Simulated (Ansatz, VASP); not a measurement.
# Two plane-wave programs on SnTe5

```
Sn Te
1.0
     3.84694    0.00000    0.00000
     0.00000    3.84694    0.00000
     0.00000    0.00000   11.79621
Sn Te
1 5
Direct
  0.50000 0.50000 0.00000
  0.50000 0.50000 0.34076
  0.50000 0.50000 0.65924
  0.00000 0.00000 0.15918
  0.00000 0.00000 0.84082
  0.00000 0.00000 0.50000
```

Change from the starting cell: species swapped into the Hf5Pb type (P4/mmm, No. 123).

Alike in both runs: functional PBE; k mesh 4 × 4 × 2; occupations gaussian, width 0.1 eV; no spin polarisation.

Ansatz relaxed the structure, and its values are those at the end. VASP's run is a single point on that final structure, the one shown.

|  | VASP | Ansatz |
| --- | --- | --- |
| version | VASP 6.6.1 | Ansatz 0.2.0 |
| potentials or method | VASP PAW PBE potentials, release 64 (Sn_d, Te), cutoff 520 eV | scalar-relativistic, plane waves, PAW |
| valence electrons in the cell | 44 | 94 |

Ansatz gave:

| Property | Result |
| --- | --- |
| gap on the k mesh at the Fermi level (eV) | none |
| pressure (GPa) | 0.0 |
| rms of the force components (eV/Å) | 0.005 |

Q: What did VASP give for the same quantities?

A: gap on the k mesh at the Fermi level (eV): none; pressure (GPa): -0.1; rms of the force components (eV/Å): 0.004.

A gap of «none» marks a metal or a gap that the smearing closes. The functional is the same, so the differences come from potentials, cutoffs and numerics. VASP's potentials hold 44 valence electrons a cell and Ansatz's 94, so a difference there can come from the potentials and not from the codes.

The k mesh is coarse, so the values compare programs but aren't converged. Neither program's run includes spin-orbit coupling.
